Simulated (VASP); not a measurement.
Set up this calculation in VASP 6.6.1, as the native input.

```yaml
Task: single point
Functional: PBE
Potentials_or_basis: VASP PAW PBE potentials, release 64 (Li_sv, Mg, B, N)
Cutoff: 520 eV
k_mesh: 8 × 8 × 8
Occupations: gaussian, width 0.05 eV
Spin: no spin polarisation
Dipole_correction: no
Further_INCAR_settings: ALGO = Normal; EDIFF = 1e-06; NBANDS = 17
```

The structure of LiMgBN2 lies in POSCAR:

```
LiMgBN2
1.0
   -1.7568835200      1.7568835200      4.2657811200
    1.7568835200     -1.7568835200      4.2657811200
    1.7568835200      1.7568835200     -4.2657811200
Li Mg B N
1 1 1 2
Direct
    0.2500000000      0.7500000000      0.5000000000
    0.7500000000      0.2500000000      0.5000000000
    0.5000000000      0.5000000000      0.0000000000
    0.6512635000      0.6512635000      0.0000000000
    0.3487365000      0.3487365000      0.0000000000
```

This cell differs from its parent crystal: strain -0.080 along x and y, -0.040 along z.

The input as run:

INCAR

```
PREC     = Accurate       # precision mode
ENCUT    = 520            # plane-wave cutoff, eV
EDIFF    = 1E-6           # SCF threshold, eV
ISMEAR   = 0              # smearing method
SIGMA    = 0.05           # smearing width, eV
LREAL    = F              # projectors in reciprocal space
LASPH    = T              # aspherical terms in the spheres
NELM     = 60             # most SCF steps
ALGO     = Normal         # electronic algorithm
ISIF     = 2              # what is computed and relaxed
LWAVE    = F              # write WAVECAR
LCHARG   = F              # write CHGCAR
GGA      = PE             # functional
NBANDS   = 17             # bands
```

KPOINTS

```
regular mesh
0
Gamma
  8 8 8
```

Potentials or basis: VASP PAW PBE potentials, release 64 (Li_sv, Mg, B, N).

The run is started by

```bash
$ cat potpaw_PBE.64/Li_sv/POTCAR potpaw_PBE.64/Mg/POTCAR potpaw_PBE.64/B/POTCAR potpaw_PBE.64/N/POTCAR > POTCAR
$ mpirun -np 1 vasp_std > vasp.out
```

It gave:

| Item | Value |
| --- | --- |
| Largest force | 1.381 eV/Å |
| Band gap on the k mesh | 3.20 eV, indirect (least direct gap 3.94 eV) |

Caveat: the cell differs from its parent crystal (strain -0.080 along x and y, -0.040 along z); forces of over 1 eV/Å act on the atoms, so gaps and moduli don't describe the material at rest.

Run time: 47 s on 1 thread of Intel(R) Xeon(R) 6975P-C (Granite Rapids) (shared host), peak memory 0.26 GiB.
